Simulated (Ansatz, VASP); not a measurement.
# PbF2 in VASP and in Ansatz

```
CELL_PARAMETERS angstrom
0.00000 3.00007 3.00007
3.00007 0.00000 3.00007
3.00007 3.00007 0.00000
ATOMIC_POSITIONS crystal
Pb 0.00000 0.00000 0.00000
F 0.25000 0.25000 0.25000
F 0.75000 0.75000 0.75000
```

Alike in both runs: functional PBE; k mesh 8 × 8 × 8; occupations gaussian, width 0.02 eV; no spin polarisation.

Ansatz relaxed the structure, and its values are those at the end. VASP's run is a single point on that final structure, the one shown.

```csv
,VASP,Ansatz
version,VASP 6.6.1,Ansatz 0.2.0
potentials or method,"VASP PAW PBE potentials, release 64 (Pb_d, F), cutoff 520 eV","scalar-relativistic, plane waves, PAW"
valence electrons in the cell,28,28
```

```csv
,VASP,Ansatz,Ansatz less VASP
gap on the k mesh at the Fermi level (eV),4.42,4.42,+0.003
least direct gap on the mesh (eV),4.56,4.56,+0.002
pressure (GPa),-0.2,0.0,+0.20
```

Neither program's run includes spin-orbit coupling.
